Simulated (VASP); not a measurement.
Runs of VASP 6.6.1 on Ga4P. The structure is that of space group Im-3m (No. 229), or close to it. The cells are those of the table. 

| task | cell | k mesh | cutoff (eV) | gap on the mesh (eV) | pressure (GPa) | relaxed volume (Å³/atom) |
| --- | --- | --- | --- | --- | --- | --- |
| single point | a = 5.154 Å, angles 109.5°, 5 atoms | 10 × 10 × 10 | 520 | none | 0.1 | - |
| single point | a = 5.114 Å, angles 109.5°, 5 atoms | 4 × 4 × 4 | 520 | none | 0.1 | - |
| single point | a = 4.894 Å, angles 109.5°, 5 atoms | 4 × 4 × 4 | 520 | none | 9.3 | - |
| relaxation of cell and atoms | relaxed from a = 5.114 Å, angles 109.5°, 5 atoms | 10 × 10 × 10 | 600 | none | 0.0 | (a) |
| relaxation of cell and atoms | relaxed from a = 4.894 Å, angles 109.5°, 5 atoms | 4 × 4 × 4 | 600 | none | 0.0 | 20.58 |

Alike in all rows: level PBE; potentials or basis VASP PAW PBE potentials, release 64 (Ga_d, P); no spin polarisation; smearing gaussian 0.1 eV.

Estimate the missing entries.

(a) 21.14.

Caveats: some runs use coarse meshes.

A k mesh can miss the band edges, and the runs leave out spin-orbit coupling on Ga.

A gap of «none» marks levels without a gap at the run's occupations.
